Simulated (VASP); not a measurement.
# AlRu (P4mm) in VASP: a series of runs

The runs below take AlRu through single point, with r2SCAN.

Program: VASP 6.6.1. These are calculated values, not measurements. Logs are shortened: lines on timing, memory, paths and dates and some standing lists are left out, and cuts for length are marked.

**1. The cell of the first run**

Symmetry: P4mm, No. 99, tetragonal system. The conventional cell has a = 2.983 Å, b = 2.983 Å, c = 2.983 Å, α = 90.00°, β = 90.00°, γ = 90.00°. Within 3.3 Å of Al (site symmetry 4mm) lie 8 Ru at 2.53 to 2.63 Å and 6 Al at 2.98 Å. Ru (site symmetry 4mm) has 8 Al at 2.53 to 2.63 Å and 6 Ru at 2.98 Å within 3.3 Å.

**2. Single point, r2SCAN (all Ru atoms moved +0.087 Å, as atom 2 along Cartesian [0 0 1])**

POSCAR

```
AlRu
1.0
    2.9826244058      0.0000000000      0.0000000000
    0.0000000000      2.9826244058      0.0000000000
    0.0000000000      0.0000000000      2.9826244058
Al Ru
1 1
Direct
    0.0000000000      0.0000000000      0.0000000000
    0.5000000000      0.5000000000      0.5293365802
```

INCAR.step1

```
SYSTEM = AlRu
PREC = Accurate
ENCUT = 520
ISMEAR = 0
SIGMA = 0.15
LREAL = .FALSE.
LASPH = .TRUE.
NELM = 60
NBANDS = 16
GGA = PE
ALGO = Normal
EDIFF = 1E-4
LWAVE = .TRUE.
LCHARG = .FALSE.
```

INCAR.step2

```
SYSTEM = AlRu
PREC = Accurate
ENCUT = 520
EDIFF = 1E-6
ISMEAR = 0
SIGMA = 0.15
LREAL = .FALSE.
LASPH = .TRUE.
NELM = 60
ALGO = Normal
ISIF = 2
LWAVE = .FALSE.
LCHARG = .FALSE.
METAGGA = R2SCAN
LMIXTAU = .TRUE.
NBANDS = 16
ISTART = 1
```

KPOINTS

```
regular mesh
0
G
  20 20 20
  0 0 0
```

Potentials or basis: VASP PAW PBE potentials, release 64 (Al, Ru_pv).

The run is started by

```sh
$ cat potpaw_PBE.64/Al/POTCAR potpaw_PBE.64/Ru_pv/POTCAR > POTCAR
$ cp INCAR.step1 INCAR
$ mpirun -np 1 vasp_std > vasp.out
$ cp INCAR.step2 INCAR
$ mpirun -np 1 vasp_std > vasp.out
```

OUTCAR:

```text
SYSTEM = AlRu
   PREC = Accurate
   ENCUT = 520
   EDIFF = 1E-6
   ISMEAR = 0
   LREAL = .FALSE.
   LASPH = .TRUE.
   NELM = 60
   ISIF = 2
   METAGGA = R2SCAN
   ISTART = 1

 ion  position               nearest neighbor table
   1  0.000  0.000  0.000-   2 2.53   2 2.53   2 2.53   2 2.53   2 2.63   2 2.63   2 2.63   2 2.63

   2  0.500  0.500  0.529-   1 2.53   1 2.53   1 2.53   1 2.53   1 2.63   1 2.63   1 2.63   1 2.63

  LATTYP: Found a simple cubic cell.
 ALAT       =     2.9826244058

  Lattice vectors:

 A1 = (   2.9826244058,   0.0000000000,   0.0000000000)
 A2 = (   0.0000000000,   2.9826244058,   0.0000000000)
 A3 = (   0.0000000000,   0.0000000000,   2.9826244058)

Analysis of symmetry for initial positions (statically):
=====================================================================
 Subroutine PRICEL returns:
 Original cell was already a primitive cell.

 Routine SETGRP: Setting up the symmetry group for a
 simple cubic supercell.

 Subroutine GETGRP returns: Found  8 space group operations
 (whereof  8 operations were pure point group operations)
 out of a pool of 48 trial point group operations.

The static configuration has the point symmetry C_4v.

Analysis of symmetry for dynamics (positions and initial velocities):
=====================================================================
 Subroutine PRICEL returns:
 Original cell was already a primitive cell.

 Routine SETGRP: Setting up the symmetry group for a
 simple cubic supercell.

 Subroutine GETGRP returns: Found  8 space group operations
 (whereof  8 operations were pure point group operations)
 out of a pool of 48 trial point group operations.

The dynamic configuration has the point symmetry C_4v.

 Subroutine INISYM returns: Found  8 space group operations
 (whereof  8 operations are pure point group operations),
 and found     1 'primitive' translations

----------------------------------------------------------------------------------------

                                     Primitive cell

  volume of cell :      26.5336

  direct lattice vectors                    reciprocal lattice vectors
     2.982624406  0.000000000  0.000000000     0.335275202  0.000000000  0.000000000
     0.000000000  2.982624406  0.000000000     0.000000000  0.335275202  0.000000000
     0.000000000  0.000000000  2.982624406     0.000000000  0.000000000  0.335275202

  length of vectors
     2.982624406  2.982624406  2.982624406     0.335275202  0.335275202  0.335275202

  position of ions in fractional coordinates (direct lattice)
     0.000000000  0.000000000  0.000000000
     0.500000000  0.500000000  0.529336580

  ion indices of the primitive-cell ions
   primitive index   ion index
                 1           1
                 2           2

----------------------------------------------------------------------------------------

 KPOINTS: regular mesh

Automatic generation of k-mesh.
 Grid dimensions read from file:
 generate k-points for:   20   20   20

 Generating k-lattice:

  Cartesian coordinates                     Fractional coordinates (reciprocal lattice)
     0.016763760  0.000000000  0.000000000     0.050000000  0.000000000  0.000000000
     0.000000000  0.016763760  0.000000000     0.000000000  0.050000000  0.000000000
     0.000000000  0.000000000  0.016763760     0.000000000  0.000000000  0.050000000

  Length of vectors
     0.016763760  0.016763760  0.016763760

  Shift w.r.t. Gamma in fractional coordinates (k-lattice)
     0.000000000  0.000000000  0.000000000

 Subroutine IBZKPT returns following result:
 ===========================================

 Found    726 irreducible k-points:

 Following reciprocal coordinates:
            Coordinates               Weight
  0.000000  0.000000  0.000000      1.000000
  0.050000  0.000000  0.000000      4.000000
  0.000000  0.000000  0.050000      2.000000
  0.100000  0.000000  0.000000      4.000000
  0.000000  0.000000  0.100000      2.000000
  0.150000  0.000000  0.000000      4.000000
[... 16 lines left out ...]
  0.000000  0.050000  0.050000      8.000000
  0.100000  0.050000  0.000000      8.000000
 [... further k-points ...]
   k-points           NKPTS =    726   k-points in BZ     NKDIM =    726   number of bands    NBANDS=     16
   number of dos      NEDOS =    301   number of ions     NIONS =      2
   total plane-waves  NPLWV =  13824
   dimension x,y,z NGX =    24 NGY =   24 NGZ =   24
   dimension x,y,z NGXF=    48 NGYF=   48 NGZF=   48
   ions per type =               1   1
   NGX,Y,Z   is equivalent  to a cutoff of  13.38, 13.38, 13.38 a.u.
   NGXF,Y,Z  is equivalent  to a cutoff of  26.75, 26.75, 26.75 a.u.
 SYSTEM =  AlRu
   PREC   = accura    normal or accurate (medium, high low for compatibility)
   ISTART =      1    job   : 0-new  1-cont  2-samecut
   ICHARG =      0    charge: 1-file 2-atom 10-const
   ISPIN  =      1    spin polarized calculation?
   LNONCOLLINEAR =      F non collinear calculations
   LSORBIT =      F    spin-orbit coupling
   LASPH  =      T    aspherical Exc in radial PAW
   ENCUT  =  520.0 eV  38.22 Ry    6.18 a.u.   5.55  5.55  5.55*2*pi/ulx,y,z
   NELM   =     60;   NELMIN=  2; NELMDL=  0     # of ELM steps
   EDIFF  = 0.1E-05   stopping-criterion for ELM
   LREAL  =      F    real-space projection
   EDIFFG = 0.1E-04   stopping-criterion for IOM
   NSW    =      0    number of steps for IOM
   IBRION =     -1    ionic relax: 0-MD 1-quasi-New 2-CG
   NFREE  =      0    steps in history (QN), initial steepest desc. (CG)
   ISIF   =      2    stress and relaxation
   ISYM   =      2    0-nonsym 1-usesym 2-fastsym
   POTIM  = 0.5000    time-step for ionic-motion
   TEBEG  =    0.0;   TEEND  =   0.0 temperature during run
   PSTRESS=    0.0 pullay stress
   NELECT =      17.0000    total number of electrons
   NUPDOWN=      -1.0000    fix difference up-down
   EMIN   =  10.00;   EMAX   =-10.00  energy-range for DOS
   EFERMI =   0.00;   METHOD = LEGACY
   ISMEAR =     0;   SIGMA  =   0.15  broadening in eV -4-tet -1-fermi 0-gaus
   EFERMI_NEDOS =   21; number of points for ismear=-14 and -15
   IALGO  =     38    algorithm
   IMIX   =      4    mixing-type and parameters
     AMIX     =   0.40;   BMIX     =  1.00
     AMIX_MAG =   1.60;   BMIX_MAG =  1.00
  volume/ion in A,a.u.               =      13.27        89.53
  Fermi-wavevector in a.u.,A,eV,Ry     =   1.411321  2.667011 27.100464  1.991828
  Thomas-Fermi vector in A             =   2.533185
   LORBIT       =      0    0 simple, 1 ext, 2 COOP (PROOUT), +10 PAW based schemes
   METAGGA = R2SCAN    functional components
   LHFCALC =     F    Hartree Fock is set to
   AEXX    =    0.0000 exact exchange contribution
   IVDW    =     0    specifies the selected vdW correction
   LEPSILON=     F    determine dielectric tensor
   LRPA    =     F    only Hartree local field effects (RPA)
 non-spin polarized calculation
 Gauss-broadening in eV      SIGMA  =   0.15
  energy-cutoff  :      520.00
  volume of cell :       26.53
 maximum number of plane-waves:       739
 NGX is ok and might be reduce to    24
   NGX = 11   NGY = 11   NGZ = 11

 number of electron      16.9999999 magnetization

 Free energy of the ion-electron system (eV)
  ---------------------------------------------------
  ext. energy  EPLUGINS =         0.00000000
  ---------------------------------------------------
  free energy    TOTEN  =       -33.58632370 eV

  energy without entropy =      -33.56851303  energy(sigma->0) =      -33.57741837

 E-fermi :  10.6859     XC(G=0): -13.6641

 val. band max:       10.6852318185   @ k =   0.1500   0.0000   0.4500
 cond. band min:      10.6877958578   @ k =   0.3500   0.4000   0.4000
 fundamental gap:      0.0025640393
 Fermi energy:        10.6859416738

 k-point     1 :       0.0000    0.0000    0.0000
  band No.  band energies     occupation
      1     -32.3861      2.00000
      2     -32.3861      2.00000
      3     -32.3849      2.00000
      4       0.4716      2.00000
      5       6.9488      2.00000
      6       6.9550      2.00000
[... 8 lines left out ...]
     15      22.2389      0.00000
     16      27.2891      0.00000

 k-point     2 :       0.0500    0.0000    0.0000
  band No.  band energies     occupation
      1     -32.3921      2.00000
      2     -32.3856      2.00000
      3     -32.3844      2.00000
      4       0.5230      2.00000
      5       6.9668      2.00000
      6       6.9736      2.00000
[... 8 lines left out ...]
     15      22.4605      0.00000
     16      27.4395      0.00000

 k-point     3 :       0.0000    0.0000    0.0500
  band No.  band energies     occupation
      1     -32.3908      2.00000
      2     -32.3856      2.00000
      3     -32.3856      2.00000
      4       0.5229      2.00000
      5       6.9675      2.00000
      6       6.9727      2.00000
[... 8 lines left out ...]
     15      22.4605      0.00000
     16      27.4371      0.00000

 k-point     4 :       0.1000    0.0000    0.0000
  band No.  band energies     occupation
      1     -32.4094      2.00000
      2     -32.3842      2.00000
      3     -32.3829      2.00000
      4       0.6763      2.00000
      5       7.0142      2.00000
      6       7.0278      2.00000
[... 8 lines left out ...]
     15      22.9712      0.00000
     16      27.9029      0.00000
[... 324 lines left out ...]
 k-point    22 :       0.0500    0.0500    0.0000
  band No.  band energies     occupation
      1     -32.3919      2.00000
      2     -32.3913      2.00000
      3     -32.3839      2.00000
      4       0.5744      2.00000
      5       6.9856      2.00000
      6       6.9917      2.00000
[... 8 lines left out ...]
     15      22.5318      0.00000
     16      27.5840      0.00000

 k-point    23 :       0.0000    0.0500    0.0500
  band No.  band energies     occupation
      1     -32.3917      2.00000
      2     -32.3902      2.00000
      3     -32.3851      2.00000
      4       0.5742      2.00000
      5       6.9854      2.00000
      6       6.9918      2.00000
[... 8 lines left out ...]
     15      22.5274      0.00000
     16      27.5815      0.00000

 k-point    24 :       0.1000    0.0500    0.0000
  band No.  band energies     occupation
      1     -32.4089      2.00000
      2     -32.3901      2.00000
      3     -32.3824      2.00000
      4       0.7270      2.00000
      5       7.0352      2.00000
      6       7.0450      2.00000
[... 8 lines left out ...]
     15      23.0093      0.00000
     16      28.0280      0.00000

 [... further k-points ...]

------------------------ aborting loop because EDIFF is reached ----------------------------------------

  FORCE on cell =-STRESS in cart. coord.  units (eV):
  Direction    XX          YY          ZZ          XY          YZ          ZX
  --------------------------------------------------------------------------------------
  -------------------------------------------------------------------------------------
  Total        0.1564129      0.1564129      0.0496412      0.0000000     -0.0000000      0.0000000
  in kB        9.4446843      9.4446843      2.9974876      0.0000000     -0.0000000      0.0000000
  external PRESSURE =       7.2956187 kB  Pullay stress =       0.0000000 kB

 VOLUME and BASIS-vectors are now :
 -----------------------------------------------------------------------------
  energy-cutoff  :      520.00
  volume of cell :       26.53
      direct lattice vectors                 reciprocal lattice vectors
     2.982624406  0.000000000  0.000000000     0.335275202  0.000000000  0.000000000
     0.000000000  2.982624406  0.000000000     0.000000000  0.335275202  0.000000000
     0.000000000  0.000000000  2.982624406     0.000000000  0.000000000  0.335275202

 POSITION                                       TOTAL-FORCE (eV/Angst)
 -----------------------------------------------------------------------------------
      0.00000      0.00000      0.00000         0.000000      0.000000      0.722013
      1.49131      1.49131      1.57881         0.000000     -0.000000     -0.722013
 -----------------------------------------------------------------------------------
    total drift:                                0.000000     -0.000000      0.000839

  FREE ENERGIE OF THE ION-ELECTRON SYSTEM (eV)
  ---------------------------------------------------
  free  energy   TOTEN  =       -33.5863237004 eV

  energy  without entropy=      -33.5685130316  energy(sigma->0) =      -33.57741837
```

Run time: 12 min. Hardware: 1 thread of Oxide Virtual Turin-like, shared host; peak memory 0.36 GiB.

Results:

| Item | Value |
| --- | --- |
| Free energy | -33.5863 eV |
| Pressure | 0.7 GPa |
| Largest force | 0.722 eV/Å |
| Band gap on the k mesh | zero (an odd number of electrons rules out a gap without spin polarisation) |

Forces in eV/Å, atoms in the order of the input:
```
Al   0.000  0.000  0.722
Ru   0.000  0.000 -0.722
```

Stress tensor (GPa, compression positive):
```
0.94 0.00 0.00
0.00 0.94 0.00
0.00 0.00 0.30
```

Caveat: the cell differs from its parent crystal (all Ru atoms moved +0.087 Å, as atom 2 along Cartesian [0 0 1]); the PAW data sets were made with another functional, which shifts forces and pressure a little.

**3. Single point, r2SCAN (all Ru atoms moved +0.062 Å, as atom 2 along Cartesian [0 0 1])**

POSCAR, as its differences from that of step 2:

```diff
@@ -9,2 +9,2 @@
     0.0000000000      0.0000000000      0.0000000000
-    0.5000000000      0.5000000000      0.5293365802
+    0.5000000000      0.5000000000      0.5209547001
```

INCAR.step1

```
PREC = Accurate ; ENCUT = 520
ISMEAR = 0 ; SIGMA = 0.15
LREAL = F ; LASPH = T
NELM = 100 ; NBANDS = 16
GGA = PE ; ALGO = Normal
EDIFF = 1E-4 ; LWAVE = T
LCHARG = F
```

INCAR.step2

```
PREC = Accurate ; ENCUT = 520
EDIFF = 1E-6 ; ISMEAR = 0
SIGMA = 0.15 ; LREAL = F
LASPH = T ; NELM = 100
ALGO = Normal ; ISIF = 2
LWAVE = F ; LCHARG = T
METAGGA = R2SCAN ; LMIXTAU = T
LELF = T ; LVHAR = T
NBANDS = 16 ; ISTART = 1
```

KPOINTS

```
regular mesh
0
Gamma
  20 20 20
```

Potentials or basis: VASP PAW PBE potentials, release 64 (Al, Ru_pv).

The run is started by

```sh
$ cat potpaw_PBE.64/Al/POTCAR potpaw_PBE.64/Ru_pv/POTCAR > POTCAR
$ cp INCAR.step1 INCAR
$ mpirun -np 1 vasp_std > vasp.out
$ cp INCAR.step2 INCAR
$ mpirun -np 1 vasp_std > vasp.out
```

Wall time 15 min (1 thread of Oxide Virtual Turin-like, shared host); peak memory 0.36 GiB.

The run converged. Its results:

* Free energy: -33.6018 eV
* Pressure: 0.4 GPa
* Largest force: 0.516 eV/Å
* Band gap on the k mesh: zero (an odd number of electrons rules out a gap without spin polarisation)

Forces in eV/Å, atoms in the order of the input:
```
Al   0.000  0.000  0.516
Ru   0.000  0.000 -0.516
```

Stress tensor (GPa, compression positive):
```
0.54 0.00 0.00
0.00 0.54 0.00
0.00 0.00 0.21
```

Levels at points of the mesh, in eV from the Fermi level:
| k point | band 6 | band 7 | band 8 | band 9 | band 10 | band 11 | band 12 | band 13 |
| --- | --- | --- | --- | --- | --- | --- | --- | --- |
| (0.00, 0.00, 0.00) | -3.73 | 0.17 | 0.18 | 0.18 | 6.57 | 6.57 | 6.58 | 10.37 |
| (0.50, 0.00, 0.00) | -2.84 | -1.72 | -1.70 | 0.44 | 2.55 | 7.74 | 10.37 | 11.68 |
| (0.00, 0.00, 0.50) | -2.85 | -1.71 | -1.71 | 0.44 | 2.55 | 7.75 | 10.37 | 11.66 |
| (0.50, 0.50, 0.00) | -1.54 | -1.54 | -1.20 | -1.20 | 1.75 | 5.72 | 6.84 | 10.37 |
| (0.00, 0.50, 0.50) | -1.48 | -1.46 | -1.27 | -1.26 | 1.75 | 5.73 | 6.85 | 10.37 |
| (0.50, 0.50, 0.50) | -4.96 | 1.85 | 1.85 | 3.25 | 4.34 | 4.34 | 4.36 | 9.06 |

Caveat: the cell differs from its parent crystal (all Ru atoms moved +0.062 Å, as atom 2 along Cartesian [0 0 1]); the PAW data sets were made with another functional, which shifts forces and pressure a little.
